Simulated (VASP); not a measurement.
# SrO in VASP: a series of runs

SrO is run at these levels: PBEsol; tasks: single point.

Program: VASP 6.6.1. These are calculated values, not measurements. Logs are shortened: lines on timing, memory, paths and dates and some standing lists are left out, and cuts for length are marked.

## 1. The cell of the first run

The cell holds a slab with vacuum, 10 atoms: a = 3.622 Å, b = 3.622 Å, c = 25.245 Å, α = 90.00°, β = 90.00°, γ = 90.00°.

## 2. Single point, PBEsol

Input file INCAR:

```
PREC = Accurate
ENCUT = 520
EDIFF = 1E-6
ISMEAR = 0
SIGMA = 0.05
LREAL = F
LASPH = T
NELM = 80
ALGO = Normal
ISIF = 2
LWAVE = F
LCHARG = F
LDIPOL = T
IDIPOL = 3
DIPOL = 0.5 0.5 0.500
GGA = PS
NBANDS = 51
```

Input file KPOINTS:

```
Automatic mesh
0
Gamma
  7 7 1
```

Input file POSCAR:

```
SrO
1.0
    3.6220724544      0.0000000000      0.0000000000
    0.0000000000      3.6220724544      0.0000000000
    0.0000000000      0.0000000000     25.2447679779
Sr O
5 5
Direct
    0.5000000000      0.5000000000      0.2970912629
    0.0000000000      0.0000000000      0.3985456314
    0.5000000000      0.5000000000      0.5000000000
    0.0000000000      0.0000000000      0.6014543686
    0.5000000000      0.5000000000      0.7029087371
    0.0000000000      0.0000000000      0.2970912629
    0.5000000000      0.5000000000      0.3985456314
    0.0000000000      0.0000000000      0.5000000000
    0.5000000000      0.5000000000      0.6014543686
    0.0000000000      0.0000000000      0.7029087371
```

Potentials or basis: VASP PAW PBE potentials, release 64 (Sr_sv, O).

Command:

```console
$ cat potpaw_PBE.64/Sr_sv/POTCAR potpaw_PBE.64/O/POTCAR > POTCAR
$ mpirun -np 1 vasp_std > vasp.out
```

OUTCAR:

```text
PREC = Accurate
   ENCUT = 520
   EDIFF = 1E-6
   ISMEAR = 0
   LREAL = F
   LASPH = T
   NELM = 80
   ISIF = 2
   GGA = PS

 ion  position               nearest neighbor table
   1  0.500  0.500  0.297-   7 2.56   6 2.56   6 2.56   6 2.56   6 2.56   2 3.62   2 3.62   2 3.62
                             2 3.62   3 5.12
   2  0.000  0.000  0.399-   6 2.56   7 2.56   7 2.56   7 2.56   7 2.56   8 2.56   1 3.62   1 3.62
                             1 3.62   1 3.62   3 3.62   3 3.62   3 3.62   3 3.62   4 5.12
   3  0.500  0.500  0.500-   8 2.56   8 2.56   8 2.56   8 2.56   9 2.56   7 2.56   4 3.62   4 3.62
                             2 3.62   4 3.62   2 3.62   2 3.62   4 3.62   2 3.62   1 5.12   5 5.12
   4  0.000  0.000  0.601-  10 2.56   9 2.56   9 2.56   9 2.56   9 2.56   8 2.56   5 3.62   5 3.62
                             5 3.62   5 3.62   3 3.62   3 3.62   3 3.62   3 3.62   2 5.12
   5  0.500  0.500  0.703-   9 2.56  10 2.56  10 2.56  10 2.56  10 2.56   4 3.62   4 3.62   4 3.62
                             4 3.62   3 5.12
   6  0.000  0.000  0.297-   2 2.56   1 2.56   1 2.56   1 2.56   1 2.56
   7  0.500  0.500  0.399-   1 2.56   2 2.56   2 2.56   2 2.56   2 2.56   3 2.56
   8  0.000  0.000  0.500-   3 2.56   3 2.56   3 2.56   3 2.56   4 2.56   2 2.56
   9  0.500  0.500  0.601-   5 2.56   4 2.56   4 2.56   4 2.56   4 2.56   3 2.56
  10  0.000  0.000  0.703-   4 2.56   5 2.56   5 2.56   5 2.56   5 2.56

  LATTYP: Found a simple tetragonal cell.
 ALAT       =     3.6220724544
 C/A-ratio  =     6.9697026483

  Lattice vectors:

 A1 = (   3.6220724544,   0.0000000000,   0.0000000000)
 A2 = (   0.0000000000,   3.6220724544,   0.0000000000)
 A3 = (   0.0000000000,   0.0000000000,  25.2447679779)

Analysis of symmetry for initial positions (statically):
=====================================================================
 Subroutine PRICEL returns:
 Original cell was already a primitive cell.

 Routine SETGRP: Setting up the symmetry group for a
 simple tetragonal supercell.

 Subroutine GETGRP returns: Found 16 space group operations
 (whereof 16 operations were pure point group operations)
 out of a pool of 16 trial point group operations.

The static configuration has the point symmetry D_4h.

Analysis of symmetry for dynamics (positions and initial velocities):
=====================================================================
 Subroutine PRICEL returns:
 Original cell was already a primitive cell.

 Routine SETGRP: Setting up the symmetry group for a
 simple tetragonal supercell.

 Subroutine GETGRP returns: Found 16 space group operations
 (whereof 16 operations were pure point group operations)
 out of a pool of 16 trial point group operations.

The dynamic configuration has the point symmetry D_4h.

 Subroutine INISYM returns: Found 16 space group operations
 (whereof 16 operations are pure point group operations),
 and found     1 'primitive' translations

----------------------------------------------------------------------------------------

                                     Primitive cell

  volume of cell :     331.1964

  direct lattice vectors                    reciprocal lattice vectors
     3.622072454  0.000000000  0.000000000     0.276085035  0.000000000  0.000000000
     0.000000000  3.622072454  0.000000000     0.000000000  0.276085035  0.000000000
     0.000000000  0.000000000 25.244767978     0.000000000  0.000000000  0.039612168

  length of vectors
     3.622072454  3.622072454 25.244767978     0.276085035  0.276085035  0.039612168

  position of ions in fractional coordinates (direct lattice)
     0.500000000  0.500000000  0.297091263
     0.000000000  0.000000000  0.398545631
     0.500000000  0.500000000  0.500000000
     0.000000000  0.000000000  0.601454369
     0.500000000  0.500000000  0.702908737
     0.000000000  0.000000000  0.297091263
     0.500000000  0.500000000  0.398545631
     0.000000000  0.000000000  0.500000000
     0.500000000  0.500000000  0.601454369
     0.000000000  0.000000000  0.702908737

  ion indices of the primitive-cell ions
   primitive index   ion index
                 1           1
                 2           2
                 3           3
                 4           4
                 5           5
                 6           6
                 7           7
                 8           8
                 9           9
                10          10

----------------------------------------------------------------------------------------

 KPOINTS: Automatic mesh

Automatic generation of k-mesh.
 Grid dimensions read from file:
 generate k-points for:    7    7    1

 Generating k-lattice:

  Cartesian coordinates                     Fractional coordinates (reciprocal lattice)
     0.039440719  0.000000000  0.000000000     0.142857143  0.000000000  0.000000000
     0.000000000  0.039440719  0.000000000     0.000000000  0.142857143  0.000000000
     0.000000000  0.000000000  0.039612168     0.000000000  0.000000000  1.000000000

  Length of vectors
     0.039440719  0.039440719  0.039612168

  Shift w.r.t. Gamma in fractional coordinates (k-lattice)
     0.000000000  0.000000000  0.000000000

 Subroutine IBZKPT returns following result:
 ===========================================

 Found     10 irreducible k-points:

 Following reciprocal coordinates:
            Coordinates               Weight
  0.000000  0.000000  0.000000      1.000000
  0.142857  0.000000  0.000000      4.000000
  0.285714  0.000000  0.000000      4.000000
  0.428571  0.000000  0.000000      4.000000
  0.142857  0.142857  0.000000      4.000000
  0.285714  0.142857  0.000000      8.000000
  0.428571  0.142857  0.000000      8.000000
  0.285714  0.285714  0.000000      4.000000
  0.428571  0.285714  0.000000      8.000000
  0.428571  0.428571  0.000000      4.000000
   k-points           NKPTS =     10   k-points in BZ     NKDIM =     10   number of bands    NBANDS=     51
   number of dos      NEDOS =    301   number of ions     NIONS =     10
   total plane-waves  NPLWV = 150528
   dimension x,y,z NGX =    28 NGY =   28 NGZ =  192
   dimension x,y,z NGXF=    56 NGYF=   56 NGZF=  384
   ions per type =               5   5
   NGX,Y,Z   is equivalent  to a cutoff of  12.85, 12.85, 12.64 a.u.
   NGXF,Y,Z  is equivalent  to a cutoff of  25.70, 25.70, 25.29 a.u.
 SYSTEM =  unknown system
   PREC   = accura    normal or accurate (medium, high low for compatibility)
   ISTART =      0    job   : 0-new  1-cont  2-samecut
   ICHARG =      2    charge: 1-file 2-atom 10-const
   ISPIN  =      1    spin polarized calculation?
   LNONCOLLINEAR =      F non collinear calculations
   LSORBIT =      F    spin-orbit coupling
   LASPH  =      T    aspherical Exc in radial PAW
   ENCUT  =  520.0 eV  38.22 Ry    6.18 a.u.   6.73  6.73 46.94*2*pi/ulx,y,z
   NELM   =     80;   NELMIN=  2; NELMDL= -5     # of ELM steps
   EDIFF  = 0.1E-05   stopping-criterion for ELM
   LREAL  =      F    real-space projection
   EDIFFG = 0.1E-04   stopping-criterion for IOM
   NSW    =      0    number of steps for IOM
   IBRION =     -1    ionic relax: 0-MD 1-quasi-New 2-CG
   NFREE  =      0    steps in history (QN), initial steepest desc. (CG)
   ISIF   =      2    stress and relaxation
   ISYM   =      2    0-nonsym 1-usesym 2-fastsym
   POTIM  = 0.5000    time-step for ionic-motion
   TEBEG  =    0.0;   TEEND  =   0.0 temperature during run
   PSTRESS=    0.0 pullay stress
   NELECT =      80.0000    total number of electrons
   NUPDOWN=      -1.0000    fix difference up-down
   EMIN   =  10.00;   EMAX   =-10.00  energy-range for DOS
   EFERMI =   0.00;   METHOD = LEGACY
   ISMEAR =     0;   SIGMA  =   0.05  broadening in eV -4-tet -1-fermi 0-gaus
   EFERMI_NEDOS =   21; number of points for ismear=-14 and -15
   IALGO  =     38    algorithm
   IMIX   =      4    mixing-type and parameters
     AMIX     =   0.40;   BMIX     =  1.00
     AMIX_MAG =   1.60;   BMIX_MAG =  1.00
  volume/ion in A,a.u.               =      33.12       223.50
  Fermi-wavevector in a.u.,A,eV,Ry     =   1.019553  1.926675 14.143084  1.039487
  Thomas-Fermi vector in A             =   2.153073
   LORBIT       =      0    0 simple, 1 ext, 2 COOP (PROOUT), +10 PAW based schemes
   GGA     = PS    functional components
   LHFCALC =     F    Hartree Fock is set to
   AEXX    =    0.0000 exact exchange contribution
   IVDW    =     0    specifies the selected vdW correction
   LEPSILON=     F    determine dielectric tensor
   LRPA    =     F    only Hartree local field effects (RPA)
 non-spin polarized calculation
 Gauss-broadening in eV      SIGMA  =   0.05
  energy-cutoff  :      520.00
  volume of cell :      331.20
 maximum number of plane-waves:      8981
 NGX is ok and might be reduce to    28
   NGX = 13   NGY = 13   NGZ = 93

 dipolmoment           0.000000      0.000000     -0.000000 electrons x Angstroem

 number of electron      80.0000015 magnetization

 dipolmoment           0.000000      0.000000      0.000000 electrons x Angstroem

 Free energy of the ion-electron system (eV)
  ---------------------------------------------------
  ext. energy  EPLUGINS =         0.00000000
  ---------------------------------------------------
  free energy    TOTEN  =       -62.22792796 eV

  energy without entropy =      -62.22792796  energy(sigma->0) =      -62.22792796

 E-fermi :  -0.6300     XC(G=0):  -5.7708

 val. band max:       -0.9393242601   @ k =   0.0000   0.0000   0.0000
 cond. band min:       1.7599814541   @ k =   0.0000   0.0000   0.0000
 fundamental gap:      2.6993057142
 Fermi energy:        -0.6299913413

 k-point     1 :       0.0000    0.0000    0.0000
  band No.  band energies     occupation
      1     -33.7024      2.00000
      2     -33.7022      2.00000
      3     -33.4420      2.00000
      4     -33.3142      2.00000
      5     -33.2784      2.00000
      6     -16.9910      2.00000
[... 43 lines left out ...]
     50       4.6299      0.00000
     51       4.8455      0.00000

 k-point     2 :       0.1429    0.0000    0.0000
  band No.  band energies     occupation
      1     -33.6922      2.00000
      2     -33.6921      2.00000
      3     -33.4274      2.00000
      4     -33.3054      2.00000
      5     -33.2749      2.00000
      6     -17.1667      2.00000
[... 43 lines left out ...]
     50       5.0006      0.00000
     51       5.0094      0.00000

 k-point     3 :       0.2857    0.0000    0.0000
  band No.  band energies     occupation
      1     -33.6692      2.00000
      2     -33.6692      2.00000
      3     -33.3920      2.00000
      4     -33.2857      2.00000
      5     -33.2691      2.00000
      6     -17.5096      2.00000
[... 43 lines left out ...]
     50       5.2956      0.00000
     51       5.3923      0.00000
[... 271 lines left out ...]
 k-point     9 :       0.4286    0.2857    0.0000
  band No.  band energies     occupation
      1     -33.6244      2.00000
      2     -33.6244      2.00000
      3     -33.3305      2.00000
      4     -33.2422      2.00000
      5     -33.2421      2.00000
      6     -17.3673      2.00000
[... 43 lines left out ...]
     50       5.9800      0.00000
     51       6.0576      0.00000

 k-point    10 :       0.4286    0.4286    0.0000
  band No.  band energies     occupation
      1     -33.6097      2.00000
      2     -33.6097      2.00000
      3     -33.3141      2.00000
      4     -33.2276      2.00000
      5     -33.2267      2.00000
      6     -17.0592      2.00000
[... 43 lines left out ...]
     50       6.0838      0.00000
     51       6.6565      0.00000

------------------------ aborting loop because EDIFF is reached ----------------------------------------

 vacuum level on the upper side and lower side of the slab       (xc-potential included)        -0.196        -0.196

  FORCE on cell =-STRESS in cart. coord.  units (eV):
  Direction    XX          YY          ZZ          XY          YZ          ZX
  --------------------------------------------------------------------------------------
  -------------------------------------------------------------------------------------
  Total       -2.4165985     -2.4165985     -1.0832320      0.0000000     -0.0000000      0.0000000
  in kB      -11.6904016    -11.6904016     -5.2401823      0.0000000     -0.0000000      0.0000000
  external PRESSURE =      -9.5403285 kB  Pullay stress =       0.0000000 kB

 VOLUME and BASIS-vectors are now :
 -----------------------------------------------------------------------------
  energy-cutoff  :      520.00
  volume of cell :      331.20
      direct lattice vectors                 reciprocal lattice vectors
     3.622072454  0.000000000  0.000000000     0.276085035  0.000000000  0.000000000
     0.000000000  3.622072454  0.000000000     0.000000000  0.276085035  0.000000000
     0.000000000  0.000000000 25.244767978     0.000000000  0.000000000  0.039612168

 POSITION                                       TOTAL-FORCE (eV/Angst)
 -----------------------------------------------------------------------------------
      1.81104      1.81104      7.50000         0.000000      0.000000     -0.148429
      0.00000      0.00000     10.06119         0.000000     -0.000000     -0.135984
      1.81104      1.81104     12.62238         0.000000     -0.000000      0.000000
      0.00000      0.00000     15.18358         0.000000     -0.000000      0.135984
      1.81104      1.81104     17.74477         0.000000     -0.000000      0.148429
      0.00000      0.00000      7.50000         0.000000      0.000000      0.401381
      1.81104      1.81104     10.06119         0.000000      0.000000     -0.183297
      0.00000      0.00000     12.62238         0.000000     -0.000000      0.000000
      1.81104      1.81104     15.18358        -0.000000      0.000000      0.183297
      0.00000      0.00000     17.74477         0.000000      0.000000     -0.401381
 -----------------------------------------------------------------------------------
    total drift:                                0.000000      0.000000      0.000000

  FREE ENERGIE OF THE ION-ELECTRON SYSTEM (eV)
  ---------------------------------------------------
  free  energy   TOTEN  =       -62.2279279628 eV

  energy  without entropy=      -62.2279279628  energy(sigma->0) =      -62.22792796

 vacuum level on the upper side and lower side of the slab         2.697         2.697
```

Wall time 4.8 min (1 thread of AMD EPYC 7R43 (Zen 3), shared host); peak memory 0.41 GiB.

Results:

- Free energy: -62.2279 eV
- Largest force: 0.401 eV/Å
- Band gap on the k mesh: 2.70 eV, direct

Forces on the atoms (eV/Å):
```
Sr   0.000  0.000 -0.148
Sr   0.000  0.000 -0.136
Sr   0.000  0.000  0.000
Sr   0.000  0.000  0.136
Sr   0.000  0.000  0.148
O    0.000  0.000  0.401
O    0.000  0.000 -0.183
O    0.000  0.000  0.000
O    0.000  0.000  0.183
O    0.000  0.000 -0.401
```

Levels at points of the mesh, in eV from the valence-band top:
```csv
k point,band 38,band 39,band 40,band 41,band 42,band 43
"(0.00, 0.00, 0.00)",-0.01,0.00,0.00,2.70,2.84,2.97
```

Caveat: the PAW data sets were made with another functional, which shifts forces and pressure a little.

## 3. Single point, PBEsol

Changes to INCAR since step 2:

```diff
@@ -11,3 +11,3 @@
 LWAVE = F
-LCHARG = F
+LCHARG = T
 LDIPOL = T
@@ -16,2 +16,5 @@
 GGA = PS
+LELF = T
+LVHAR = T
+LVACPOTAV = T
 NBANDS = 51
```

KPOINTS is that of step 2.

Input file POSCAR:

```
SrO
1.0
    3.6220724544      0.0000000000      0.0000000000
    0.0000000000      3.6220724544      0.0000000000
    0.0000000000      0.0000000000     25.2447679779
Sr O
5 5
Direct
    0.5000000000      0.5000000000      0.2984064613
    0.0000000000      0.0000000000      0.3984368953
    0.5000000000      0.5000000000      0.4999999985
    0.0000000000      0.0000000000      0.6015631067
    0.5000000000      0.5000000000      0.7015935382
    0.0000000000      0.0000000000      0.3007810946
    0.5000000000      0.5000000000      0.3973925847
    0.0000000000      0.0000000000      0.4999999996
    0.5000000000      0.5000000000      0.6026074119
    0.0000000000      0.0000000000      0.6992189093
```

Potentials or basis: VASP PAW PBE potentials, release 64 (Sr_sv, O).

Command:

```console
$ cat potpaw_PBE.64/Sr_sv/POTCAR potpaw_PBE.64/O/POTCAR > POTCAR
$ mpirun -np 1 vasp_std > vasp.out
```

It took 4.7 min on 1 thread of AMD EPYC 7R43 (Zen 3), shared host; peak memory 0.41 GiB.

The run converged. Its results:

* Free energy: -62.2628 eV
* Largest force: 0.051 eV/Å
* Band gap on the k mesh: 2.60 eV, direct

Forces on the atoms (eV/Å):
```
Sr   0.000  0.000 -0.051
Sr   0.000  0.000  0.014
Sr   0.000  0.000  0.000
Sr   0.000  0.000 -0.014
Sr   0.000  0.000  0.051
O    0.000  0.000 -0.034
O    0.000  0.000  0.019
O    0.000  0.000  0.000
O    0.000  0.000 -0.019
O    0.000  0.000  0.034
```

Levels at points of the mesh, in eV from the valence-band top:
```
           k point  band 38  band 39  band 40  band 41  band 42  band 43
(0.00, 0.00, 0.00)    -0.01     0.00     0.00     2.60     2.73     3.09
```

Caveat: the PAW data sets were made with another functional, which shifts forces and pressure a little.
